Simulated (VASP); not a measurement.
The system is Zr.

```
Zr
1.0
    -1.81000    1.81000    1.81000
     1.81000   -1.81000    1.81000
     1.81000    1.81000   -1.81000
Zr
1
Direct
  0.00000 0.00000 0.00000
```

- Program: VASP 6.6.1
- Task: relaxation of cell and atoms
- Functional: LDA
- Potentials or basis: VASP PAW LDA potentials, release 64 (Zr_sv)
- Cutoff: 500 eV
- k mesh: 8 × 8 × 8
- Occupations: fermi-dirac, width 0.05 eV
- Spin: no spin polarisation

At the start: pressure -9.0 GPa; volume 23.72 Å³/atom.

Problem. How do energy, volume and symmetry change on relaxing?

Solution. Over 6 steps the energy falls by 73.2 meV/atom and the volume is 21.29 Å³/atom (-10.2 %); space group Im-3m (No. 229, to 0.05 Å).

The path:
```
step  energy change (eV)  largest force (eV/Å)  pressure (GPa)  volume (Å³)
   1              0.0000                0.0000           -9.01        23.72
   2             -0.0168                0.0000           10.29        19.43
   3             -0.0732                0.0000           -0.14        21.32
   4             -0.0732                0.0000            0.07        21.28
   5             -0.0732                0.0000           -0.04        21.30
   6             -0.0732                0.0000            0.00        21.29
```

Final structure:
```
Zr
1.0
    -1.74603    1.74603    1.74603
     1.74603   -1.74603    1.74603
     1.74603    1.74603   -1.74603
Zr
1
Direct
  0.00000 0.00000 0.00000
```

Caveat: the volume moved by -10 % from the deposited cell, more than functionals usually miss.
